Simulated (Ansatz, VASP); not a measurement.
## One calculation of Bi2CS3, two programs

The input INCAR:

```
SYSTEM = Bi2CS3
PREC = Accurate
ENCUT = 520
EDIFF = 1E-6
ISMEAR = 0
SIGMA = 0.1
LREAL = .FALSE.
LASPH = .TRUE.
NELM = 60
ALGO = Normal
ISIF = 2
LWAVE = .FALSE.
LCHARG = .FALSE.
GGA = PE
NBANDS = 35
```

Contents of KPOINTS:

```
regular mesh
0
G
  4 4 4
  0 0 0
```

File POSCAR:

```
Bi2CS3
1.0
    3.9981850100      0.0000000000      0.0000000000
    0.0000000000      4.3494519000      4.3494519000
    0.0000000000     -4.3494519000      4.3494519000
Bi C S
2 1 3
Direct
    0.0000000000      0.0000000000      0.0000000000
    0.5000000000      0.5000000000      0.5000000000
    0.0000000000      0.3050000000      0.3050000000
    0.0000000000      0.6950000000      0.6950000000
    0.5000000000      0.8050000000      0.1950000000
    0.5000000000      0.1950000000      0.8050000000
```

Input for Ansatz:

```yaml
crystal:
  lattice:
    - [3.99818501, 0.0, 0.0]
    - [0.0, 4.3494519, 4.3494519]
    - [0.0, -4.3494519, 4.3494519]
  atoms:
    - { symbol: Bi, position: [0.0, 0.0, 0.0] }
    - { symbol: Bi, position: [0.5, 0.5, 0.5] }
    - { symbol: C, position: [0.0, 0.305, 0.305] }
    - { symbol: S, position: [0.0, 0.695, 0.695] }
    - { symbol: S, position: [0.5, 0.805, 0.195] }
    - { symbol: S, position: [0.5, 0.195, 0.805] }
basis:
  ecutwfc: 420
kpoints:
  mp_grid: { grid: [4, 4, 4] }
hamiltonian:
  xc: pbe
scf:
  occupations: { method: gaussian, width: 0.1 }
  lower_state_search: "off"
output:
  forces: true
  stress: true
  eigenvalues: true
```

Alike in both runs: task single point; functional PBE; k mesh 4 × 4 × 4; occupations gaussian, width 0.1 eV; no spin polarisation.

|  | VASP | Ansatz |
| --- | --- | --- |
| version | VASP 6.6.1 | Ansatz 0.2.0 |
| potentials or method | VASP PAW PBE potentials, release 64 (Bi_d, C, S), cutoff 520 eV | scalar-relativistic, plane waves, PAW |
| valence electrons in the cell | 52 | 52 |

```tsv
	VASP	Ansatz	Ansatz less VASP
gap on the k mesh at the Fermi level (eV)	none	none	-
pressure (GPa)	3.7	3.7	+0.03
traceless stress, the component that is largest in VASP (GPa)	-5.53	-5.55	-0.020
rms of the force components (eV/Å)	0.610	0.611	+0.0017
```

Atom by atom the forces differ by 0.002 eV/Å (rms over components). A gap of «none» marks a metal or a gap that the smearing closes.

The k mesh is coarse, so the values compare programs but aren't converged. Neither program's run includes spin-orbit coupling.
